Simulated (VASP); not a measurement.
A run of VASP 6.6.1:

File POSCAR:

```
Zn
1.0
   -2.5673649078      2.5673649078      1.2439132152
    2.5673649078     -2.5673649078      1.2439132152
    2.5673649078      2.5673649078     -1.2439132152
Zn
2
Direct
    0.0000000000      0.0000000000      0.0000000000
    0.7500000000      0.2500000000      0.5000000000
```

INCAR.step1

```
ALGO     = Normal         # electronic algorithm
EDIFF    = 1E-4           # SCF threshold, eV
ENCUT    = 520            # plane-wave cutoff, eV
GGA      = PE             # functional
ISMEAR   = 0              # smearing method
LASPH    = T              # aspherical terms in the spheres
LCHARG   = F              # write CHGCAR
LREAL    = F              # projectors in reciprocal space
LWAVE    = T              # write WAVECAR
NBANDS   = 19             # bands
NELM     = 100            # most SCF steps
PREC     = Accurate       # precision mode
SIGMA    = 0.1            # smearing width, eV
```

File INCAR.step2:

```
ALGO     = Normal         # electronic algorithm
EDIFF    = 1E-6           # SCF threshold, eV
ENCUT    = 520            # plane-wave cutoff, eV
ISIF     = 2              # what is computed and relaxed
ISMEAR   = 0              # smearing method
ISTART   = 1            
LASPH    = T              # aspherical terms in the spheres
LCHARG   = F              # write CHGCAR
LMIXTAU  = T            
LREAL    = F              # projectors in reciprocal space
LWAVE    = F              # write WAVECAR
METAGGA  = R2SCAN         # meta-GGA
NBANDS   = 19             # bands
NELM     = 100            # most SCF steps
PREC     = Accurate       # precision mode
SIGMA    = 0.1            # smearing width, eV
```

Contents of KPOINTS:

```
k-points
0
Gamma
  8 8 8
```

Potentials or basis: VASP PAW PBE potentials, release 64 (Zn).

Launch:

```console
$ cat potpaw_PBE.64/Zn/POTCAR > POTCAR
$ cp INCAR.step1 INCAR
$ mpirun -np 1 vasp_std > vasp.out
$ cp INCAR.step2 INCAR
$ mpirun -np 1 vasp_std > vasp.out
```

Hardware: 1 thread of Intel(R) Xeon(R) Platinum 8259CL CPU @ 2.50GHz (Skylake/Cascade Lake), on a shared host.

Problem. How long does it take, and how much memory?

Solution. Wall time 3.2 min on 1 thread of Intel(R) Xeon(R) Platinum 8259CL CPU @ 2.50GHz (Skylake/Cascade Lake), on a shared host, peak memory 0.18 GiB. Counts: k points 59.
